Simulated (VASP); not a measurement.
Wanted: the native input for a VASP 6.6.1 run.

```yaml
Task: single point
Functional: LDA
Potentials_or_basis: VASP PAW LDA potentials, release 64 (In_d, Pd)
Cutoff: 520 eV
k_mesh: 13 × 13 × 13
Occupations: fermi-dirac, width 0.03 eV
Spin: no spin polarisation
Dipole_correction: no
Further_INCAR_settings: ALGO = Normal; EDIFF = 1e-06; NBANDS = 18
```

The structure of InPd lies in POSCAR:

```
InPd
1.0
    3.3360556752      0.0000000000      0.0000000000
    0.0000000000      3.3360556752      0.0000000000
    0.0000000000      0.0000000000      3.3360556752
In Pd
1 1
Direct
    0.0000000000      0.0000000000      0.0000000000
    0.5000000000      0.5000000000      0.5000000000
```

This cell differs from its parent crystal: volume scaled by 1.06.

One way to write it, as run:

INCAR

```
SYSTEM = InPd
PREC = Accurate ; ENCUT = 520
EDIFF = 1E-6 ; ISMEAR = -1
SIGMA = 0.03 ; LREAL = .False.
LASPH = .True. ; NELM = 60
ALGO = Normal ; ISIF = 2
LWAVE = .False. ; LCHARG = .True.
GGA = CA ; LELF = .True.
LVHAR = .True. ; NBANDS = 18
```

KPOINTS

```
regular mesh
0
Gamma
  13 13 13
  0 0 0
```

Potentials or basis: VASP PAW LDA potentials, release 64 (In_d, Pd).

The run is started by

```console
$ cat potpaw_LDA.64/In_d/POTCAR potpaw_LDA.64/Pd/POTCAR > POTCAR
$ mpirun -np 1 vasp_std > vasp.out
```

It gave:

```json
{"Pressure": "-11.7 GPa"}
```

It took 57 s on 1 thread of AMD EPYC 7R43 64-Core Processor (Zen 3), with other jobs on the host, peak memory 0.14 GiB.
